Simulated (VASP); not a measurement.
Wanted: the native input for a VASP 6.6.1 run.

| Property | Result |
| --- | --- |
| Task | relaxation of cell and atoms |
| Functional | PBE |
| Potentials or basis | VASP PAW PBE potentials, release 64 (Ti_sv, Mo_sv, Se) |
| Cutoff | 600 eV |
| k mesh | 3 × 3 × 3 |
| Occupations | gaussian, width 0.15 eV |
| Spin | collinear spin |
| Starting moments | [1.0, 1.0, 0.0, 0.0, 0.0, 0.0] μB |
| Dipole correction | no |
| Further INCAR settings | ALGO = Normal; EDIFF = 1e-06; IBRION = 2; EDIFFG = -0.08; NSW = 36; ISIF = 3 |

The structure of TiMoSe4 lies in POSCAR:

```
TiMoSe4
1.0
    0.0000000000      4.2712605700      4.2712605700
    4.2712605700      0.0000000000      4.2712605700
    4.2712605700      4.2712605700      0.0000000000
Ti Mo Se
1 1 4
Direct
    0.2500000000      0.2500000000      0.2500000000
    0.0000000000      0.0000000000      0.0000000000
    0.6251780600      0.1244658300      0.6251780600
    0.1244658300      0.6251780600      0.6251780600
    0.6251780600      0.6251780600      0.6251780600
    0.6251780600      0.6251780600      0.1244658300
```

The cell was built from a structure type or drawn by symmetry, and may not be a known phase.

One way to write it, as run:

INCAR

```
SYSTEM = TiMoSe4
ALGO = Normal ; EDIFF = 1E-6
EDIFFG = -0.08 ; ENCUT = 600
GGA = PE ; IBRION = 2
ISIF = 3 ; ISMEAR = 0
ISPIN = 2 ; LASPH = .True.
LCHARG = .False. ; LMAXMIX = 4
LORBIT = 11 ; LREAL = .False.
LWAVE = .False. ; MAGMOM = 1 1 0 0 0 0
NELM = 150 ; NSW = 36
PREC = Accurate ; SIGMA = 0.15
```

KPOINTS

```
k-points
0
Gamma
  3 3 3
  0 0 0
```

Potentials or basis: VASP PAW PBE potentials, release 64 (Ti_sv, Mo_sv, Se).

Command:

```console
$ cat potpaw_PBE.64/Ti_sv/POTCAR potpaw_PBE.64/Mo_sv/POTCAR potpaw_PBE.64/Se/POTCAR > POTCAR
$ mpirun -np 1 vasp_std > vasp.out
```

Results of the run:

```json
{
 "Relaxed volume": "19.63 Å³/atom",
 "Relaxed cell": "a = 5.502 Å, b = 5.502 Å, c = 5.502 Å, α = 60.00°, β = 60.00°, γ = 60.00°",
 "Space group after relaxing (to 0.1 Å)": "F-43m (No. 216)",
 "Energy gained by relaxing": "241.2 meV/atom",
 "Ionic steps": "7",
 "Pressure after relaxing": "0.2 GPa",
 "Largest force after relaxing": "0.038 eV/Å",
 "Net moment": "1.03 μB per cell",
 "Site moments": "Ti -0.71; Mo +1.63; Se -0.01 μB",
 "Valence electrons inside the program's atomic spheres": "Ti 9.99; Mo 12.04; Se 3.74"
}
```

Caveat: the k points lie up to 0.47 Å⁻¹ apart in the final cell; the volume moved by over 15 % at a fixed basis, so the end points are rough; the relaxation stopped at a loose force limit of 0.08 eV/Å, so its end isn't a converged minimum.

It took 5.8 min on 1 thread of Intel(R) Xeon(R) 6975P-C (Granite Rapids), with other jobs on the host, peak memory 0.44 GiB.
